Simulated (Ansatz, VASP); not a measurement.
Bi2Te3 in VASP and in Ansatz

```
CELL_PARAMETERS angstrom
-4.44655 0.00000 0.00000
-2.22327 -3.85082 0.00000
-1.11186 -0.64193 32.16867
ATOMIC_POSITIONS crystal
Bi 0.57267 0.57267 0.56389
Bi 0.96157 0.96157 0.23056
Bi 0.18377 0.18377 0.89722
Bi 0.53840 0.53840 0.76948
Bi 0.92730 0.92730 0.43614
Bi 0.31620 0.31620 0.10281
Te 0.63888 0.63888 0.16668
Te 0.86108 0.86108 0.83335
Te 0.24998 0.24998 0.50002
Te 0.60287 0.60287 0.38272
Te 0.99177 0.99177 0.04938
Te 0.21397 0.21397 0.71605
Te 0.50819 0.50819 0.95065
Te 0.89709 0.89709 0.61732
Te 0.28599 0.28599 0.28398
```

Alike in both runs: task single point; functional PBE; k mesh 9 × 9 × 1; occupations gaussian, width 0.05 eV; no spin polarisation.

```csv
,VASP,Ansatz
version,VASP 6.6.1,Ansatz 0.2.0
potentials or method,"VASP PAW PBE potentials, release 64 (Bi_d, Te), cutoff 520 eV","scalar-relativistic, plane waves, PAW"
valence electrons in the cell,144,234
```

Ansatz gave:

- gap on the k mesh at the Fermi level (eV): 0.53
- least direct gap on the mesh (eV): 0.53
- pressure (GPa): 0.0
- traceless stress, the component that is largest in VASP (GPa): 0.06
- rms of the force components (eV/Å): 0.018

Task: Which values does VASP return?

Result: gap on the k mesh at the Fermi level (eV): 0.52; least direct gap on the mesh (eV): 0.52; pressure (GPa): 0.0; traceless stress, the component that is largest in VASP (GPa): 0.07; rms of the force components (eV/Å): 0.020.

Atom by atom the forces differ by 0.007 eV/Å (rms over components). VASP's potentials hold 144 valence electrons a cell and Ansatz's 234, so a difference there can come from the potentials and not from the codes.

Neither program's run includes spin-orbit coupling.
